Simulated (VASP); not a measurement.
# Al (P3_121) in VASP: further runs

Runs on Al. Level: PBE. Tasks: single point, relaxation of cell and atoms.

All numbers are computed with VASP 6.6.1; they aren't measurements. Logs are shortened: lines on timing, memory, paths and dates and some standing lists are left out, and cuts for length are marked.

**1. The cell of the first run**

It takes space group P3_121 (No. 152, trigonal). Conventional cell: a = 3.716 Å, b = 3.716 Å, c = 4.216 Å, α = 90.00°, β = 90.00°, γ = 120.00°. Within 2.7 Å of Al (site symmetry 2) lie 2 Al at 2.02 Å.

**2. Single point, PBE**

Input file INCAR:

```
SYSTEM = Al
  PREC = Accurate
  ENCUT = 500
  EDIFF = 1E-6
  ISMEAR = 0
  SIGMA = 0.1
  LREAL = .FALSE.
  LASPH = .TRUE.
  NELM = 120
  ALGO = Normal
  ISIF = 2
  LWAVE = .FALSE.
  LCHARG = .FALSE.
  GGA = PE
  NBANDS = 12
  GGA_COMPAT = .FALSE.
```

Input file KPOINTS:

```
Automatic mesh
0
G
  6 6 4
  0 0 0
```

Input file POSCAR:

```
Al
1.0
    3.7157348468      0.0000000000      0.0000000000
   -1.8578674235      3.2179207711      0.0000000000
    0.0000000000      0.0000000000      4.2156255675
Al
3
Direct
    0.2254000000      0.0000000000      0.3333333333
    0.0000000000      0.2254000000      0.6666666667
    0.7746000000      0.7746000000      0.0000000000
```

Potentials or basis: VASP PAW PBE potentials, release 64 (Al).

Started as:

```sh
cat potpaw_PBE.64/Al/POTCAR > POTCAR
mpirun -np 1 vasp_std > vasp.out
```

OUTCAR:

```text
SYSTEM = Al
   PREC = Accurate
   ENCUT = 500
   EDIFF = 1E-6
   ISMEAR = 0
   LREAL = .FALSE.
   LASPH = .TRUE.
   NELM = 120
   ISIF = 2
   GGA = PE

 ion  position               nearest neighbor table
   1  0.225  0.000  0.333-   3 2.02   2 2.02   3 2.92   3 2.92   2 2.92   2 2.92   2 3.16   3 3.16

   2  0.000  0.225  0.667-   3 2.02   1 2.02   3 2.92   3 2.92   1 2.92   1 2.92   1 3.16   3 3.16

   3  0.775  0.775  0.000-   1 2.02   2 2.02   2 2.92   1 2.92   1 2.92   2 2.92   1 3.16   2 3.16

  LATTYP: Found a hexagonal cell.
 ALAT       =     3.7157348468
 C/A-ratio  =     1.1345334749

  Lattice vectors:

 A1 = (   3.7157348468,   0.0000000000,   0.0000000000)
 A2 = (  -1.8578674235,   3.2179207711,   0.0000000000)
 A3 = (   0.0000000000,   0.0000000000,   4.2156255675)

Analysis of symmetry for initial positions (statically):
=====================================================================
 Subroutine PRICEL returns:
 Original cell was already a primitive cell.

 Routine SETGRP: Setting up the symmetry group for a
 hexagonal supercell.

 Subroutine GETGRP returns: Found  6 space group operations
 (whereof  2 operations were pure point group operations)
 out of a pool of 24 trial point group operations.

The static configuration has the point symmetry C_2 .
 The point group associated with its full space group is D_3 .

Analysis of symmetry for dynamics (positions and initial velocities):
=====================================================================
 Subroutine PRICEL returns:
 Original cell was already a primitive cell.

 Routine SETGRP: Setting up the symmetry group for a
 hexagonal supercell.

 Subroutine GETGRP returns: Found  6 space group operations
 (whereof  2 operations were pure point group operations)
 out of a pool of 24 trial point group operations.

The dynamic configuration has the point symmetry C_2 .
 The point group associated with its full space group is D_3 .

 Subroutine INISYM returns: Found  6 space group operations
 (whereof  2 operations are pure point group operations),
 and found     1 'primitive' translations

----------------------------------------------------------------------------------------

                                     Primitive cell

  volume of cell :      50.4060

  direct lattice vectors                    reciprocal lattice vectors
     3.715734847  0.000000000  0.000000000     0.269125770  0.155379835  0.000000000
    -1.857867423  3.217920771  0.000000000     0.000000000  0.310759671  0.000000000
     0.000000000  0.000000000  4.215625568     0.000000000  0.000000000  0.237212718

  length of vectors
     3.715734847  3.715734847  4.215625568     0.310759671  0.310759671  0.237212718

  position of ions in fractional coordinates (direct lattice)
     0.225400000  0.000000000  0.333333333
     0.000000000  0.225400000  0.666666667
     0.774600000  0.774600000  0.000000000

  ion indices of the primitive-cell ions
   primitive index   ion index
                 1           1
                 2           2
                 3           3

----------------------------------------------------------------------------------------

 KPOINTS: Automatic mesh

Automatic generation of k-mesh.
 Grid dimensions read from file:
 generate k-points for:    6    6    4

 Generating k-lattice:

  Cartesian coordinates                     Fractional coordinates (reciprocal lattice)
     0.044854295  0.025896639  0.000000000     0.166666667  0.000000000  0.000000000
     0.000000000  0.051793278  0.000000000     0.000000000  0.166666667  0.000000000
     0.000000000  0.000000000  0.059303180     0.000000000  0.000000000  0.250000000

  Length of vectors
     0.051793278  0.051793278  0.059303180

  Shift w.r.t. Gamma in fractional coordinates (k-lattice)
     0.000000000  0.000000000  0.000000000

 Subroutine IBZKPT returns following result:
 ===========================================

 Found     24 irreducible k-points:

 Following reciprocal coordinates:
            Coordinates               Weight
  0.000000  0.000000  0.000000      1.000000
  0.166667  0.000000  0.000000      6.000000
  0.333333  0.000000  0.000000      6.000000
  0.500000  0.000000  0.000000      3.000000
  0.166667  0.166667  0.000000      6.000000
  0.333333  0.166667  0.000000     12.000000
[... 16 lines left out ...]
  0.333333  0.166667  0.500000     12.000000
  0.333333  0.333333  0.500000      2.000000
   k-points           NKPTS =     24   k-points in BZ     NKDIM =     24   number of bands    NBANDS=     12
   number of dos      NEDOS =    301   number of ions     NIONS =      3
   total plane-waves  NPLWV =  25088
   dimension x,y,z NGX =    28 NGY =   28 NGZ =   32
   dimension x,y,z NGXF=    56 NGYF=   56 NGZF=   64
   ions per type =               3
   NGX,Y,Z   is equivalent  to a cutoff of  12.53, 12.53, 12.62 a.u.
   NGXF,Y,Z  is equivalent  to a cutoff of  25.05, 25.05, 25.24 a.u.
 SYSTEM =  Al
   PREC   = accura    normal or accurate (medium, high low for compatibility)
   ISTART =      0    job   : 0-new  1-cont  2-samecut
   ICHARG =      2    charge: 1-file 2-atom 10-const
   ISPIN  =      1    spin polarized calculation?
   LNONCOLLINEAR =      F non collinear calculations
   LSORBIT =      F    spin-orbit coupling
   LASPH  =      T    aspherical Exc in radial PAW
   ENCUT  =  500.0 eV  36.75 Ry    6.06 a.u.   6.77  6.77  7.69*2*pi/ulx,y,z
   NELM   =    120;   NELMIN=  2; NELMDL= -5     # of ELM steps
   EDIFF  = 0.1E-05   stopping-criterion for ELM
   LREAL  =      F    real-space projection
   EDIFFG = 0.1E-04   stopping-criterion for IOM
   NSW    =      0    number of steps for IOM
   IBRION =     -1    ionic relax: 0-MD 1-quasi-New 2-CG
   NFREE  =      0    steps in history (QN), initial steepest desc. (CG)
   ISIF   =      2    stress and relaxation
   ISYM   =      2    0-nonsym 1-usesym 2-fastsym
   POTIM  = 0.5000    time-step for ionic-motion
   TEBEG  =    0.0;   TEEND  =   0.0 temperature during run
   PSTRESS=    0.0 pullay stress
   NELECT =       9.0000    total number of electrons
   NUPDOWN=      -1.0000    fix difference up-down
   EMIN   =  10.00;   EMAX   =-10.00  energy-range for DOS
   EFERMI =   0.00;   METHOD = LEGACY
   ISMEAR =     0;   SIGMA  =   0.10  broadening in eV -4-tet -1-fermi 0-gaus
   EFERMI_NEDOS =   21; number of points for ismear=-14 and -15
   IALGO  =     38    algorithm
   IMIX   =      4    mixing-type and parameters
     AMIX     =   0.40;   BMIX     =  1.00
     AMIX_MAG =   1.60;   BMIX_MAG =  1.00
  volume/ion in A,a.u.               =      16.80       113.39
  Fermi-wavevector in a.u.,A,eV,Ry     =   0.921853  1.742049 11.562405  0.849813
  Thomas-Fermi vector in A             =   2.047315
   LORBIT       =      0    0 simple, 1 ext, 2 COOP (PROOUT), +10 PAW based schemes
   GGA     = PE    functional components
   LHFCALC =     F    Hartree Fock is set to
   AEXX    =    0.0000 exact exchange contribution
   IVDW    =     0    specifies the selected vdW correction
   LEPSILON=     F    determine dielectric tensor
   LRPA    =     F    only Hartree local field effects (RPA)
 non-spin polarized calculation
 Gauss-broadening in eV      SIGMA  =   0.10
  energy-cutoff  :      500.00
  volume of cell :       50.41
 maximum number of plane-waves:      1299
 NGX is ok and might be reduce to    28
   NGX = 13   NGY = 13   NGZ = 15

 number of electron       9.0000000 magnetization

 Free energy of the ion-electron system (eV)
  ---------------------------------------------------
  ext. energy  EPLUGINS =         0.00000000
  ---------------------------------------------------
  free energy    TOTEN  =        -5.20267345 eV

  energy without entropy =       -5.19791629  energy(sigma->0) =       -5.20029487

 E-fermi :   7.3013     XC(G=0):  -9.9727

 val. band max:        7.2124028892   @ k =   0.1667   0.1667   0.5000
 cond. band min:       7.3573264044   @ k =   0.1667   0.1667   0.5000
 fundamental gap:      0.1449235151
 Fermi energy:         7.3012534663

 k-point     1 :       0.0000    0.0000    0.0000
  band No.  band energies     occupation
      1      -3.4689      2.00000
      2       4.4193      2.00000
      3       4.4193      2.00000
      4       8.2028      0.00000
      5       9.3262      0.00000
      6       9.3262      0.00000
      7      11.3799      0.00000
      8      11.3799      0.00000
      9      11.6810      0.00000
     10      15.1206      0.00000
     11      15.1206      0.00000
     12      16.3096      0.00000

 k-point     2 :       0.1667    0.0000    0.0000
  band No.  band energies     occupation
      1      -3.0940      2.00000
      2       4.7109      2.00000
      3       4.7498      2.00000
      4       5.8492      2.00000
      5       8.0519      0.00000
      6       8.9295      0.00000
      7      11.7335      0.00000
      8      12.3052      0.00000
      9      12.9590      0.00000
     10      14.4315      0.00000
     11      14.8950      0.00000
     12      15.6972      0.00000

 k-point     3 :       0.3333    0.0000    0.0000
  band No.  band energies     occupation
      1      -2.0082      2.00000
      2       2.7832      2.00000
      3       5.6621      2.00000
      4       5.7011      2.00000
      5       6.9878      1.99999
      6       7.8615      0.00000
      7      10.2622      0.00000
      8      10.6328      0.00000
      9      13.7731      0.00000
     10      14.6229      0.00000
     11      15.2601      0.00000
     12      15.8639      0.00000
[... 286 lines left out ...]
 k-point    23 :       0.3333    0.1667    0.5000
  band No.  band energies     occupation
      1       0.9117      2.00000
      2       0.9534      2.00000
      3       3.7520      2.00000
      4       3.7908      2.00000
      5       6.0836      2.00000
      6       6.1493      2.00000
      7      12.2886      0.00000
      8      12.3390      0.00000
      9      14.9700      0.00000
     10      15.9471      0.00000
     11      17.0182      0.00000
     12      17.3455      0.00000

 k-point    24 :       0.3333    0.3333    0.5000
  band No.  band energies     occupation
      1       1.6969      2.00000
      2       1.6969      2.00000
      3       3.9751      2.00000
      4       4.0409      2.00000
      5       4.0914      2.00000
      6       4.0914      2.00000
      7      13.9876      0.00000
      8      15.3656      0.00000
      9      15.3656      0.00000
     10      16.1227      0.00000
     11      16.5401      0.00000
     12      16.5401      0.00000

------------------------ aborting loop because EDIFF is reached ----------------------------------------

  FORCE on cell =-STRESS in cart. coord.  units (eV):
  Direction    XX          YY          ZZ          XY          YZ          ZX
  --------------------------------------------------------------------------------------
  -------------------------------------------------------------------------------------
  Total        9.6748939      9.6748939     22.1443464     -0.0000000      0.0000000      0.0000000
  in kB      307.5209443    307.5209443    703.8682203     -0.0000000      0.0000000      0.0000000
  external PRESSURE =     439.6367029 kB  Pullay stress =       0.0000000 kB

 VOLUME and BASIS-vectors are now :
 -----------------------------------------------------------------------------
  energy-cutoff  :      500.00
  volume of cell :       50.41
      direct lattice vectors                 reciprocal lattice vectors
     3.715734847  0.000000000  0.000000000     0.269125770  0.155379835  0.000000000
    -1.857867423  3.217920771  0.000000000     0.000000000  0.310759671  0.000000000
     0.000000000  0.000000000  4.215625568     0.000000000  0.000000000  0.237212718

 POSITION                                       TOTAL-FORCE (eV/Angst)
 -----------------------------------------------------------------------------------
      0.83753      0.00000      1.40521         9.452447     -0.000000     -0.000000
     -0.41876      0.72532      2.81042        -4.726224      8.186059      0.000000
      1.43910      2.49260      0.00000        -4.726224     -8.186059      0.000000
 -----------------------------------------------------------------------------------
    total drift:                               -0.000001     -0.000001     -0.000000

  FREE ENERGIE OF THE ION-ELECTRON SYSTEM (eV)
  ---------------------------------------------------
  free  energy   TOTEN  =        -5.2026734519 eV

  energy  without entropy=       -5.1979162854  energy(sigma->0) =       -5.20029487
```

Run time: 7.1 s. Hardware: 1 thread of Intel Xeon 6975P-C (Granite Rapids), shared host; peak memory 0.15 GiB.

Results:

```yaml
Free_energy: -5.2027 eV
Pressure: 44.0 GPa
Largest_force: 9.452 eV/Å
```

Forces in eV/Å, atoms in the order of the input:
```
Al   9.452  0.000  0.000
Al  -4.726  8.186  0.000
Al  -4.726 -8.186  0.000
```

Levels at points of the mesh, in eV from the Fermi level:
| k point | band 1 | band 2 | band 3 | band 4 | band 5 | band 6 | band 7 | band 8 |
| --- | --- | --- | --- | --- | --- | --- | --- | --- |
| (0.00, 0.00, 0.00) | -10.77 | -2.88 | -2.88 | 0.90 | 2.02 | 2.02 | 4.08 | 4.08 |
| (0.50, 0.00, 0.00) | -8.12 | -6.38 | -1.00 | -0.80 | -0.40 | 0.21 | 1.47 | 2.01 |
| (0.00, 0.00, 0.50) | -8.73 | -8.73 | 2.15 | 2.48 | 2.48 | 3.91 | 3.91 | 5.03 |
| (0.50, 0.00, 0.50) | -6.21 | -6.12 | -4.40 | -4.32 | 0.69 | 1.13 | 2.12 | 2.62 |

Caveat: the k points lie up to 0.37 Å⁻¹ apart; forces of over 1 eV/Å act on the atoms, so gaps and moduli don't describe the material at rest.

**3. Relaxation of cell and atoms, PBE**

Input file INCAR:

```
SYSTEM = Al
  ALGO = Normal
  EDIFF = 1E-7
  EDIFFG = -0.04
  ENCUT = 500
  GGA = PE
  GGA_COMPAT = .False.
  IBRION = 2
  ISIF = 3
  ISMEAR = 0
  LASPH = .True.
  LCHARG = .False.
  LREAL = .False.
  LWAVE = .False.
  NELM = 120
  NELMIN = 4
  NSW = 90
  PREC = Accurate
  SIGMA = 0.1
```

Input file KPOINTS:

```
k-points
0
Gamma
  6 6 4
  0 0 0
```

POSCAR is that of step 2.

Potentials or basis: VASP PAW PBE potentials, release 64 (Al).

Started as:

```sh
cat potpaw_PBE.64/Al/POTCAR > POTCAR
mpirun -np 1 vasp_std > vasp.out
```

It took 41 s on 1 thread of Intel Xeon 6975P-C (Granite Rapids), shared host; peak memory 0.15 GiB.

It converged, with:

```
Free energy                            : -10.2141 eV
Relaxed volume                         : 20.12 Å³/atom
Relaxed cell                           : a = 3.898 Å, b = 3.898 Å, c = 4.587 Å, α = 90.00°, β = 90.00°, γ = 120.00°
Space group after relaxing (to 0.05 Å) : R-3m (No. 166)
Energy gained by relaxing              : 1670.5 meV/atom
Ionic steps                            : 12
Pressure after relaxing                : 0.0 GPa
Largest force after relaxing           : 0.011 eV/Å
```

Forces on the atoms (eV/Å):
```
Al  -0.011  0.000  0.000
Al   0.006 -0.010  0.000
Al   0.006  0.010  0.000
```

Stress tensor (GPa, compression positive):
```
 0.04  0.00  0.00
 0.00  0.04  0.00
 0.00  0.00 -0.20
```

The path:
| step | energy change (eV) | largest force (eV/Å) | pressure (GPa) | volume (Å³) |
| --- | --- | --- | --- | --- |
| 1 | 0.0000 | 9.4526 | 43.96 | 50.41 |
| 2 | -3.6768 | 0.0164 | -9.09 | 91.27 |
| 3 | -4.6649 | 0.6133 | -4.84 | 69.61 |
| 4 | -4.6692 | 0.6710 | -4.51 | 69.09 |
| 5 | -4.6707 | 0.8075 | -3.72 | 68.00 |
| 6 | -4.8329 | 0.7286 | -1.77 | 63.77 |
| 7 | -4.9226 | 0.4848 | 2.77 | 58.09 |
| 8 | -4.9955 | 0.0842 | 1.79 | 58.63 |
| 9 | -5.0028 | 0.0683 | 1.49 | 58.87 |
| 10 | -5.0105 | 0.0081 | -0.44 | 60.79 |
| 11 | -5.0109 | 0.0189 | -0.09 | 60.41 |
| 12 | -5.0114 | 0.0113 | -0.04 | 60.36 |

Final structure:
```yaml
crystal:
  lattice:
    - [3.89787, 0.00000, 0.00000]
    - [-1.94893, 3.37565, 0.00000]
    - [0.00000, 0.00000, 4.58737]
  atoms:
    - { symbol: Al, position: [0.33386, 0.00000, 0.33333] }
    - { symbol: Al, position: [0.00000, 0.33386, 0.66667] }
    - { symbol: Al, position: [0.66614, 0.66614, 0.00000] }
```

Levels at points of the mesh, in eV from the Fermi level:
```tsv
k point	band 1	band 2	band 3	band 4	band 5	band 6	band 7	band 8
(0.00, 0.00, 0.00)	-9.43	-2.68	-2.68	2.18	2.19	2.19	2.20	5.04
(0.50, 0.00, 0.00)	-6.27	-6.26	-0.65	-0.17	-0.17	0.42	0.42	2.36
(0.00, 0.00, 0.50)	-7.71	-7.71	2.77	2.77	3.44	3.87	3.87	3.88
(0.50, 0.00, 0.50)	-5.08	-4.59	-4.58	-3.96	0.93	0.93	2.31	2.31
```

Caveat: the k points lie up to 0.34 Å⁻¹ apart in the final cell; the volume moved by over 15 % at a fixed basis, so the end points are rough.
